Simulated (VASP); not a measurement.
Wanted: the native input for a VASP 6.6.1 run.

- Task: single point
- Functional: PBE
- Potentials or basis: VASP PAW PBE potentials, release 64 (Mo_sv, N)
- Cutoff: 520 eV
- k mesh: 12 × 12 × 18
- Occupations: gaussian, width 0.15 eV
- Spin: no spin polarisation
- Dipole correction: no
- Further INCAR settings: ALGO = Fast; EDIFF = 1e-06; NBANDS = 33

The structure of MoN2 lies in POSCAR:

```
MoN2
1.0
    4.3330619473      0.0000000000      0.0000000000
    0.0000000000      4.3330619473      0.0000000000
    0.0000000000      0.0000000000      2.7518917152
Mo N
2 4
Direct
    0.5000000000      0.5000000000      0.0000000000
    0.0000000000      0.0000000000      0.0000000000
    0.8879039728      0.3879039728      0.6135582473
    0.1120960272      0.6120960272      0.6135582473
    0.3879039728      0.1120960272      0.6135582473
    0.6120960272      0.8879039728      0.6135582473
```

This cell differs from its parent crystal: all N atoms moved +0.312 Å, as atom 3 along Cartesian [0 0 1].

These files were run (other wordings do the same):

INCAR

```
ALGO = Fast ; EDIFF = 1E-6
ENCUT = 520 ; GGA = PE
ISIF = 2 ; ISMEAR = 0
LASPH = True ; LCHARG = False
LREAL = False ; LWAVE = False
NBANDS = 33 ; NELM = 80
PREC = Accurate ; SIGMA = 0.15
```

KPOINTS

```
k-points
0
Gamma
  12 12 18
```

Potentials or basis: VASP PAW PBE potentials, release 64 (Mo_sv, N).

Launch:

```sh
$ cat potpaw_PBE.64/Mo_sv/POTCAR potpaw_PBE.64/N/POTCAR > POTCAR
$ mpirun -np 1 vasp_std > vasp.out
```

Results of the run:

The pressure is 16.2 GPa. The largest force is 2.548 eV/Å and the band gap on the k mesh is zero (bands 24 and 25 overlap by 2.91 eV).

Caveat: the cell differs from its parent crystal (all N atoms moved +0.312 Å, as atom 3 along Cartesian [0 0 1]); the cell stands under pressure; forces of over 1 eV/Å act on the atoms, so gaps and moduli don't describe the material at rest.

Run time: 3.3 min on 1 thread of Oxide Virtual Turin-like Processor, with other jobs on the host, peak memory 0.41 GiB.
